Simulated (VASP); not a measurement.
# ScB2P3 (R-3m) in VASP: single point with PBE

Aim: the single point of ScB2P3 with PBE.

Program: VASP 6.6.1. These are calculated values, not measurements. Logs are shortened: lines on timing, memory, paths and dates and some standing lists are left out, and cuts for length are marked.

## Step 1: The cell of the first run

Symmetry: R-3m, No. 166, trigonal system. Conventional cell: a = 4.754 Å, b = 4.754 Å, c = 13.650 Å, α = 90.00°, β = 90.00°, γ = 120.00°. Within 3.5 Å of Sc (site symmetry -3m) lie 6 P at 2.66 Å and 6 B at 2.83 Å. B (site symmetry 3m) has 3 P at 2.10 Å and 3 Sc at 2.83 Å within 2.9 Å. Within 2.8 Å of P (site symmetry 2/m) lie 2 B at 2.10 Å and 4 P at 2.38 Å and 2 Sc at 2.66 Å.

The cell was generated, and may not be a known phase.

## Step 2: Single point, PBE

INCAR

```
PREC     = Accurate       # precision mode
ENCUT    = 500            # plane-wave cutoff, eV
EDIFF    = 1E-6           # SCF threshold, eV
ISMEAR   = 0              # smearing method
SIGMA    = 0.2            # smearing width, eV
LREAL    = F              # projectors in reciprocal space
LASPH    = T              # aspherical terms in the spheres
NELM     = 120            # most SCF steps
ALGO     = Normal         # electronic algorithm
ISIF     = 2              # what is computed and relaxed
LWAVE    = F              # write WAVECAR
LCHARG   = F              # write CHGCAR
GGA      = PE             # functional
NBANDS   = 25             # bands
GGA_COMPAT= F
```

KPOINTS

```
Automatic mesh
0
Gamma
  4 4 4
```

POSCAR

```
ScB2P3
1.0
    2.3772243667      1.3724911263      4.5498691961
   -2.3772243667      1.3724911263      4.5498691961
    0.0000000000     -2.7449822578      4.5498691945
Sc B P
1 2 3
Direct
    0.5000000000      0.5000000000      0.5000000000
    0.2168683804      0.2168683804      0.2168683804
    0.7831316196      0.7831316196      0.7831316196
    0.0000000000      0.5000000000      0.5000000000
    0.5000000000      0.5000000000      0.0000000000
    0.5000000000      0.0000000000      0.5000000000
```

Potentials or basis: VASP PAW PBE potentials, release 64 (Sc_sv, B, P).

The run is started by

```sh
> cat potpaw_PBE.64/Sc_sv/POTCAR potpaw_PBE.64/B/POTCAR potpaw_PBE.64/P/POTCAR > POTCAR
> mpirun -np 1 vasp_std > vasp.out
```

OUTCAR:

```text
PREC = Accurate
   ENCUT = 500
   EDIFF = 1E-6
   ISMEAR = 0
   LREAL = F
   LASPH = T
   NELM = 120
   ISIF = 2
   GGA = PE

 ion  position               nearest neighbor table
   1  0.500  0.500  0.500-   5 2.66   5 2.66   6 2.66   4 2.66   6 2.66   4 2.66
   2  0.217  0.217  0.217-   4 2.10   6 2.10   5 2.10
   3  0.783  0.783  0.783-   4 2.10   6 2.10   5 2.10
   4  0.000  0.500  0.500-   2 2.10   3 2.10   5 2.38   5 2.38   6 2.38   6 2.38   1 2.66   1 2.66

   5  0.500  0.500  0.000-   2 2.10   3 2.10   4 2.38   6 2.38   6 2.38   4 2.38   1 2.66   1 2.66

   6  0.500  0.000  0.500-   2 2.10   3 2.10   5 2.38   5 2.38   4 2.38   4 2.38   1 2.66   1 2.66

  LATTYP: Found a trigonal (rhomboedric) cell.
 ALAT       =     5.3137780611
 COS(alpha) =     0.5997203428

  Lattice vectors:

 A1 = (   2.3772243667,   1.3724911263,   4.5498691961)
 A2 = (  -2.3772243667,   1.3724911263,   4.5498691961)
 A3 = (   0.0000000000,  -2.7449822578,   4.5498691945)

Analysis of symmetry for initial positions (statically):
=====================================================================
 Subroutine PRICEL returns:
 Original cell was already a primitive cell.

 Routine SETGRP: Setting up the symmetry group for a
 trigonal (rhombohedral) supercell.

 Subroutine GETGRP returns: Found 12 space group operations
 (whereof 12 operations were pure point group operations)
 out of a pool of 12 trial point group operations.

The static configuration has the point symmetry D_3d.

Analysis of symmetry for dynamics (positions and initial velocities):
=====================================================================
 Subroutine PRICEL returns:
 Original cell was already a primitive cell.

 Routine SETGRP: Setting up the symmetry group for a
 trigonal (rhombohedral) supercell.

 Subroutine GETGRP returns: Found 12 space group operations
 (whereof 12 operations were pure point group operations)
 out of a pool of 12 trial point group operations.

The dynamic configuration has the point symmetry D_3d.

 Subroutine INISYM returns: Found 12 space group operations
 (whereof 12 operations are pure point group operations),
 and found     1 'primitive' translations

----------------------------------------------------------------------------------------

                                     Primitive cell

  volume of cell :      89.0697

  direct lattice vectors                    reciprocal lattice vectors
     2.377224367  1.372491126  4.549869196     0.210329327  0.121433693  0.073262179
    -2.377224367  1.372491126  4.549869196    -0.210329327  0.121433693  0.073262179
     0.000000000 -2.744982258  4.549869195     0.000000000 -0.242867387  0.073262179

  length of vectors
     5.313778061  5.313778061  5.313778061     0.253676791  0.253676791  0.253676791

  position of ions in fractional coordinates (direct lattice)
     0.500000000  0.500000000  0.500000000
     0.216868380  0.216868380  0.216868380
     0.783131620  0.783131620  0.783131620
     0.000000000  0.500000000  0.500000000
     0.500000000  0.500000000  0.000000000
     0.500000000  0.000000000  0.500000000

  ion indices of the primitive-cell ions
   primitive index   ion index
                 1           1
                 2           2
                 3           3
                 4           4
                 5           5
                 6           6

----------------------------------------------------------------------------------------

 KPOINTS: Automatic mesh

Automatic generation of k-mesh.
 Grid dimensions read from file:
 generate k-points for:    4    4    4

 Generating k-lattice:

  Cartesian coordinates                     Fractional coordinates (reciprocal lattice)
     0.052582332  0.030358423  0.018315545     0.250000000  0.000000000  0.000000000
    -0.052582332  0.030358423  0.018315545     0.000000000  0.250000000  0.000000000
     0.000000000 -0.060716847  0.018315545     0.000000000  0.000000000  0.250000000

  Length of vectors
     0.063419198  0.063419198  0.063419198

  Shift w.r.t. Gamma in fractional coordinates (k-lattice)
     0.000000000  0.000000000  0.000000000

 Subroutine IBZKPT returns following result:
 ===========================================

 Found     13 irreducible k-points:

 Following reciprocal coordinates:
            Coordinates               Weight
  0.000000  0.000000  0.000000      1.000000
  0.250000  0.000000  0.000000      6.000000
  0.500000  0.000000  0.000000      3.000000
  0.250000  0.250000  0.000000      6.000000
  0.500000  0.250000  0.000000     12.000000
 -0.250000  0.250000  0.000000      6.000000
  0.500000  0.500000  0.000000      3.000000
  0.250000  0.250000  0.250000      2.000000
  0.500000  0.250000  0.250000      6.000000
 -0.250000  0.250000  0.250000      6.000000
  0.500000  0.500000  0.250000      6.000000
 -0.250000  0.500000  0.250000      6.000000
  0.500000  0.500000  0.500000      1.000000
   k-points           NKPTS =     13   k-points in BZ     NKDIM =     13   number of bands    NBANDS=     25
   number of dos      NEDOS =    301   number of ions     NIONS =      6
   total plane-waves  NPLWV =  64000
   dimension x,y,z NGX =    40 NGY =   40 NGZ =   40
   dimension x,y,z NGXF=    80 NGYF=   80 NGZF=   80
   ions per type =               1   2   3
   NGX,Y,Z   is equivalent  to a cutoff of  12.51, 12.51, 12.51 a.u.
   NGXF,Y,Z  is equivalent  to a cutoff of  25.03, 25.03, 25.03 a.u.
 SYSTEM =  unknown system
   PREC   = accura    normal or accurate (medium, high low for compatibility)
   ISTART =      0    job   : 0-new  1-cont  2-samecut
   ICHARG =      2    charge: 1-file 2-atom 10-const
   ISPIN  =      1    spin polarized calculation?
   LNONCOLLINEAR =      F non collinear calculations
   LSORBIT =      F    spin-orbit coupling
   LASPH  =      T    aspherical Exc in radial PAW
   ENCUT  =  500.0 eV  36.75 Ry    6.06 a.u.   9.69  9.69  9.69*2*pi/ulx,y,z
   NELM   =    120;   NELMIN=  2; NELMDL= -5     # of ELM steps
   EDIFF  = 0.1E-05   stopping-criterion for ELM
   LREAL  =      F    real-space projection
   EDIFFG = 0.1E-04   stopping-criterion for IOM
   NSW    =      0    number of steps for IOM
   IBRION =     -1    ionic relax: 0-MD 1-quasi-New 2-CG
   NFREE  =      0    steps in history (QN), initial steepest desc. (CG)
   ISIF   =      2    stress and relaxation
   ISYM   =      2    0-nonsym 1-usesym 2-fastsym
   POTIM  = 0.5000    time-step for ionic-motion
   TEBEG  =    0.0;   TEEND  =   0.0 temperature during run
   PSTRESS=    0.0 pullay stress
   NELECT =      32.0000    total number of electrons
   NUPDOWN=      -1.0000    fix difference up-down
   EMIN   =  10.00;   EMAX   =-10.00  energy-range for DOS
   EFERMI =   0.00;   METHOD = LEGACY
   ISMEAR =     0;   SIGMA  =   0.20  broadening in eV -4-tet -1-fermi 0-gaus
   EFERMI_NEDOS =   21; number of points for ismear=-14 and -15
   IALGO  =     38    algorithm
   IMIX   =      4    mixing-type and parameters
     AMIX     =   0.40;   BMIX     =  1.00
     AMIX_MAG =   1.60;   BMIX_MAG =  1.00
  volume/ion in A,a.u.               =      14.84       100.18
  Fermi-wavevector in a.u.,A,eV,Ry     =   1.163809  2.199279 18.428415  1.354450
  Thomas-Fermi vector in A             =   2.300354
   LORBIT       =      0    0 simple, 1 ext, 2 COOP (PROOUT), +10 PAW based schemes
   GGA     = PE    functional components
   LHFCALC =     F    Hartree Fock is set to
   AEXX    =    0.0000 exact exchange contribution
   IVDW    =     0    specifies the selected vdW correction
   LEPSILON=     F    determine dielectric tensor
   LRPA    =     F    only Hartree local field effects (RPA)
 non-spin polarized calculation
 Gauss-broadening in eV      SIGMA  =   0.20
  energy-cutoff  :      500.00
  volume of cell :       89.07
 maximum number of plane-waves:      2284
 NGX is ok and might be reduce to    40
   NGX = 19   NGY = 19   NGZ = 19

 number of electron      32.0000002 magnetization

 Free energy of the ion-electron system (eV)
  ---------------------------------------------------
  ext. energy  EPLUGINS =         0.00000000
  ---------------------------------------------------
  free energy    TOTEN  =       -32.63017562 eV

  energy without entropy =      -32.57506107  energy(sigma->0) =      -32.60261835

 E-fermi :   6.2313     XC(G=0): -10.4754

 val. band max:        6.2002099245   @ k =   0.5000   0.2500   0.2500
 cond. band min:       6.3801125108   @ k =  -0.2500   0.5000   0.2500
 fundamental gap:      0.1799025863
 Fermi energy:         6.2312556994

 k-point     1 :       0.0000    0.0000    0.0000
  band No.  band energies     occupation
      1     -43.1663      2.00000
      2     -21.9192      2.00000
      3     -21.8058      2.00000
      4     -21.8058      2.00000
      5      -9.7624      2.00000
      6      -4.3632      2.00000
[... 17 lines left out ...]
     24      11.3195      0.00000
     25      13.0025      0.00000

 k-point     2 :       0.2500    0.0000    0.0000
  band No.  band energies     occupation
      1     -43.1662      2.00000
      2     -21.9208      2.00000
      3     -21.8099      2.00000
      4     -21.8066      2.00000
      5      -9.3439      2.00000
      6      -5.8451      2.00000
[... 17 lines left out ...]
     24      10.5656      0.00000
     25      10.9262      0.00000

 k-point     3 :       0.5000    0.0000    0.0000
  band No.  band energies     occupation
      1     -43.1661      2.00000
      2     -21.9223      2.00000
      3     -21.8140      2.00000
      4     -21.8075      2.00000
      5      -8.5909      2.00000
      6      -7.1843      2.00000
[... 244 lines left out ...]
 k-point    12 :      -0.2500    0.5000    0.2500
  band No.  band energies     occupation
      1     -43.1660      2.00000
      2     -21.9270      2.00000
      3     -21.8122      2.00000
      4     -21.8101      2.00000
      5      -8.4072      2.00000
      6      -7.1891      2.00000
[... 17 lines left out ...]
     24      10.3868      0.00000
     25      10.8380      0.00000

 k-point    13 :       0.5000    0.5000    0.5000
  band No.  band energies     occupation
      1     -43.1661      2.00000
      2     -21.9334      2.00000
      3     -21.8071      2.00000
      4     -21.8071      2.00000
      5      -9.4494      2.00000
      6      -4.7290      2.00000
[... 17 lines left out ...]
     24      10.7665      0.00000
     25      11.3700      0.00000

------------------------ aborting loop because EDIFF is reached ----------------------------------------

  FORCE on cell =-STRESS in cart. coord.  units (eV):
  Direction    XX          YY          ZZ          XY          YZ          ZX
  --------------------------------------------------------------------------------------
  -------------------------------------------------------------------------------------
  Total       -0.0590482     -0.0590482      0.1994810      0.0000000     -0.0000000      0.0000000
  in kB       -1.0621538     -1.0621538      3.5882464      0.0000000     -0.0000000      0.0000000
  external PRESSURE =       0.4879796 kB  Pullay stress =       0.0000000 kB

 VOLUME and BASIS-vectors are now :
 -----------------------------------------------------------------------------
  energy-cutoff  :      500.00
  volume of cell :       89.07
      direct lattice vectors                 reciprocal lattice vectors
     2.377224367  1.372491126  4.549869196     0.210329327  0.121433693  0.073262179
    -2.377224367  1.372491126  4.549869196    -0.210329327  0.121433693  0.073262179
     0.000000000 -2.744982258  4.549869195     0.000000000 -0.242867387  0.073262179

 POSITION                                       TOTAL-FORCE (eV/Angst)
 -----------------------------------------------------------------------------------
      0.00000     -0.00000      6.82480        -0.000000      0.000000      0.000000
      0.00000     -0.00000      2.96017         0.000000      0.000000     -0.004141
      0.00000     -0.00000     10.68944         0.000000     -0.000000      0.004141
     -1.18861     -0.68625      4.54987         0.000000      0.000000      0.000000
      0.00000      1.37249      4.54987        -0.000000      0.000000     -0.000000
      1.18861     -0.68625      4.54987        -0.000000      0.000000      0.000000
 -----------------------------------------------------------------------------------
    total drift:                                0.000000      0.000000     -0.000000

  FREE ENERGIE OF THE ION-ELECTRON SYSTEM (eV)
  ---------------------------------------------------
  free  energy   TOTEN  =       -32.6301756238 eV

  energy  without entropy=      -32.5750610708  energy(sigma->0) =      -32.60261835
```

Run time: 63 s. Hardware: 1 thread of Intel Xeon 8259CL, shared host; peak memory 0.24 GiB.

Results:

* Free energy: -32.6302 eV
* Pressure: 0.0 GPa
* Largest force: 0.004 eV/Å
* Band gap on the k mesh: zero (bands 16 and 17 overlap by 2.73 eV)

Forces in eV/Å, atoms in the order of the input:
```
Sc   0.000  0.000  0.000
B    0.000  0.000 -0.004
B    0.000  0.000  0.004
P    0.000  0.000  0.000
P    0.000  0.000  0.000
P    0.000  0.000  0.000
```

Stress tensor (GPa, compression positive):
```
-0.11  0.00  0.00
 0.00 -0.11  0.00
 0.00  0.00  0.36
```

Caveat: the k points lie up to 0.40 Å⁻¹ apart, too coarse for converged energies and pressures of a metal.

The gap in the log of VASP goes by the Fermi energy; the results here count the filled bands.